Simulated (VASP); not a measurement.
A run of VASP 6.6.1 is set up as follows.

INCAR

```
ALGO     = Normal         # electronic algorithm
DIPOL    = 0.5 0.5 0.330
EDIFF    = 1E-6           # SCF threshold, eV
ENCUT    = 520            # plane-wave cutoff, eV
GGA      = PE             # functional
GGA_COMPAT= F            
IDIPOL   = 3            
ISIF     = 2              # what is computed and relaxed
ISMEAR   = 0              # smearing method
ISPIN    = 2              # spin polarisation
LASPH    = T              # aspherical terms in the spheres
LCHARG   = T              # write CHGCAR
LDIPOL   = T            
LELF     = T              # ELF
LORBIT   = 11             # projections on sites
LREAL    = F              # projectors in reciprocal space
LVACPOTAV= T            
LVHAR    = T            
LWAVE    = F              # write WAVECAR
MAGMOM   = 0 0 0 0 0 0 0 0 3 # initial moments
NBANDS   = 32             # bands
NELM     = 200            # most SCF steps
NELMDL   = -8           
PREC     = Accurate       # precision mode
SIGMA    = 0.05           # smearing width, eV
```

Contents of KPOINTS:

```
k-points
0
Gamma
  7 4 1
```

File POSCAR:

```
Si8N
1.0
    3.8510822285      0.0000000000      0.0000000000
    0.0000000000      6.3646810443      0.0000000000
    0.0000000000      0.0000000000     19.7525435318
Si N
8 1
Direct
    0.0000000000      0.9370679282      0.2025055656
    0.0000000000      0.5629320718      0.2025055656
    0.5000000000      0.4370679282      0.2587875163
    0.5000000000      0.0629320718      0.2587875163
    0.5000000000      0.9333044702      0.3720589482
    0.5000000000      0.5666955298      0.3720589482
    0.0000000000      0.4259907587      0.4177964989
    0.0000000000      0.0740092413      0.4177964989
    0.3333333333      1.0926574254      0.4671803380
```

Potentials or basis: VASP PAW PBE potentials, release 64 (Si, N).

Command:

```sh
$ cat potpaw_PBE.64/Si/POTCAR potpaw_PBE.64/N/POTCAR > POTCAR
$ mpirun -np 1 vasp_std > vasp.out
```

Task: What does it give for the largest force?

Result: 3.193 eV/Å.

Task: Predict the site moments.

Result: Si +0.01, -0.01, -0.00, +0.00, +0.04 (each value once); N +0.01 μB.

Task: Estimate the net moment.

Result: 0.15 μB per cell.

Forces in eV/Å, atoms in the order of the input:
```
Si  -0.107 -0.472  0.410
Si   0.026  0.611  0.574
Si   0.060 -0.052 -0.592
Si  -0.071  0.142 -0.392
Si   0.524 -0.246  0.513
Si  -0.271  0.106  0.169
Si  -0.191  0.703 -0.240
Si  -2.883  0.517 -0.474
N    2.913 -1.308  0.034
```
